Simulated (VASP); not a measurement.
Set up this calculation in VASP 6.6.1, as the native input.

```
Task                   : single point
Functional             : BLYP
Potentials or basis    : VASP PAW PBE potentials, release 64 (Sn_d)
Cutoff                 : 520 eV
k mesh                 : 7 × 7 × 7
Occupations            : fermi-dirac, width 0.05 eV
Spin                   : no spin polarisation
Dipole correction      : no
Further INCAR settings : ALGO = Normal; EDIFF = 1e-06; NBANDS = 21
```

The structure of Sn lies in POSCAR:

```
Sn
1.0
    0.0000000000      3.4089556223      3.4089556223
    3.4089556223      0.0000000000      3.4089556223
    3.4089556223      3.4089556223      0.0000000000
Sn
2
Direct
    0.7500000000      0.7500000000      0.7500000000
    0.5000000000      0.5000000000      0.5000000000
```

This isn't the form of Sn at room conditions, which is tetragonal (white tin).

The input as run:

INCAR

```
SYSTEM = Sn
PREC = Accurate
ENCUT = 520
EDIFF = 1E-6
ISMEAR = -1
SIGMA = 0.05
LREAL = .False.
LASPH = .True.
NELM = 80
ALGO = Normal
ISIF = 2
LWAVE = .False.
LCHARG = .True.
GGA = B5
ALDAX = 1.0
AGGAX = 1.0
AGGAC = 1.0
ALDAC = 0.0
LELF = .True.
LVHAR = .True.
NBANDS = 21
```

KPOINTS

```
regular mesh
0
Gamma
  7 7 7
  0 0 0
```

Potentials or basis: VASP PAW PBE potentials, release 64 (Sn_d).

Launch:

```sh
$ cat potpaw_PBE.64/Sn_d/POTCAR > POTCAR
$ mpirun -np 1 vasp_std > vasp.out
```

It gave:

* Pressure: 0.0 GPa
* Band gap on the k mesh: zero (bands 14 and 15 overlap by 0.33 eV)

Caveat: the PAW data sets were made with another functional, which shifts forces and pressure a little; spin-orbit coupling is left out, which moves the levels of the heavy elements.

Run time: 39 s on 1 thread of Intel Xeon 8259CL (shared host), peak memory 0.2 GiB.
